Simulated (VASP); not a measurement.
## TiC: electric field gradients with PBE

The system is TiC.

```
Ti C
1.0
    -0.06492    2.13154    2.13154
     2.13154   -0.06492    2.13154
     2.13154    2.13154   -0.06492
Ti C
1 1
Direct
  0.00000 0.00000 0.00000
  0.50000 0.50000 0.50000
```

This cell differs from its parent crystal: equal xy, yz and zx shear strains of -3 %.

- Program: VASP 6.6.1
- Task: electric field gradients
- Functional: PBE
- Potentials or basis: VASP PAW PBE potentials, release 64 (Ti_sv, C)
- Cutoff: 520 eV
- k mesh: 16 × 16 × 16
- Occupations: fermi-dirac, width 0.03 eV
- Spin: no spin polarisation
- Dipole correction: no
- Further INCAR settings: ALGO = Normal; EDIFF = 1e-08; NBANDS = 15

```
Pressure               : 1.3 GPa
Band gap on the k mesh : zero (band 8 reaches 10.43 eV, above the bottom of band 9 at 9.26 eV)
```

Stress tensor (GPa, compression positive):
```
1.28 4.77 4.77
4.77 1.28 4.77
4.77 4.77 1.28
```

Levels at points of the mesh, in eV from the Fermi level:
```csv
k point,band 4,band 5,band 6,band 7,band 8,band 9,band 10,band 11,band 12,band 13
"(0.00, 0.00, 0.00)",-32.60,-12.44,0.51,0.51,0.96,1.54,1.54,1.72,1.72,1.90
"(0.50, 0.00, 0.00)",-32.66,-9.02,-5.88,-3.03,-2.61,2.71,2.94,4.09,8.01,8.19
"(0.50, 0.50, 0.00)",-32.77,-10.14,-3.46,-1.65,-0.26,0.16,2.68,3.48,3.53,5.78
"(0.50, 0.50, 0.50)",-32.70,-8.70,-5.86,-3.18,-3.18,3.03,3.03,4.27,7.83,8.28
```

Electric field gradients, principal values (V/Å²):
```csv
atom,least,middle,greatest (by size)
1 Ti,-0.731,-0.731,1.461
2 C,-1.383,-1.383,2.766
```

Run time: 58 s on 1 thread of Intel(R) Xeon(R) 6975P-C (Granite Rapids), with other jobs on the host, peak memory 0.24 GiB.

Caveat: the cell differs from its parent crystal (equal xy, yz and zx shear strains of -3 %); without QUAD_EFG the Cq values of the log hold for a quadrupole moment of 1 mb, not for the nuclei.
